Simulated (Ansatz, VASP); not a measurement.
AlN: VASP beside Ansatz

```
CELL_PARAMETERS angstrom
3.13016 0.00000 0.00000
-1.56508 2.71080 0.00000
0.00000 0.00000 5.01799
ATOMIC_POSITIONS crystal
Al 0.33333 0.66667 0.99923
Al 0.66667 0.33333 0.49923
N 0.33333 0.66667 0.38077
N 0.66667 0.33333 0.88077
```

Alike in both runs: functional PBE; k mesh 9 × 9 × 6; occupations gaussian, width 0.02 eV; no spin polarisation.

Ansatz relaxed the structure, and its values are those at the end. VASP's run is a single point on that final structure, the one shown.

|  | VASP | Ansatz |
| --- | --- | --- |
| version | VASP 6.6.1 | Ansatz 0.2.0 |
| potentials or method | VASP PAW PBE potentials, release 64 (Al, N), cutoff 520 eV | scalar-relativistic, plane waves, PAW |
| valence electrons in the cell | 16 | 16 |

Ansatz gave:

| Quantity | Value |
| --- | --- |
| gap on the k mesh at the Fermi level (eV) | 4.04 |
| least direct gap on the mesh (eV) | 4.04 |
| pressure (GPa) | 0.0 |

Q: What did VASP give for the same quantities?

A: gap on the k mesh at the Fermi level (eV): 4.04; least direct gap on the mesh (eV): 4.04; pressure (GPa): -0.2.
